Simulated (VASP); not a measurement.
EuS, 2 atoms in the cell. The structure is cubic, space group Fm-3m (No. 225). The conventional cell has a = 5.876 Å, b = 5.876 Å, c = 5.876 Å, α = 90.00°, β = 90.00°, γ = 90.00°. Eu (site symmetry m-3m) has 6 S at 2.94 Å within 3.9 Å. Within 3.9 Å of S (site symmetry m-3m) lie 6 Eu at 2.94 Å. 

| Quantity | Value |
| --- | --- |
| Program | VASP 6.6.1 |
| Task | single point |
| Functional | BLYP |
| Potentials or basis | VASP PAW PBE potentials, release 64 (Eu, S) |
| Cutoff | 600 eV |
| k mesh | 8 × 8 × 8 |
| Occupations | fermi-dirac, width 0.05 eV |
| Spin | collinear spin, ferromagnetic start |
| Starting moments | [7.0, 0.0] μB |
| Dipole correction | no |
| Further INCAR settings | ALGO = Normal; EDIFF = 1e-06; NBANDS = 22 |

Potentials or basis: VASP PAW PBE potentials, release 64 (Eu, S).

Command:

```sh
$ cat potpaw_PBE.64/Eu/POTCAR potpaw_PBE.64/S/POTCAR > POTCAR
$ mpirun -np 1 vasp_std > vasp.out
```

Hardware: 1 thread of AMD EPYC 9R45 96-Core Processor (Zen 5), with other jobs on the host.

**Question.** Estimate the wall time of this run.

**Answer.** It took 2.2 min on 1 thread of AMD EPYC 9R45 96-Core Processor (Zen 5), on a shared host, peak memory 0.25 GiB. Counts: scf iterations 18, k points 29.
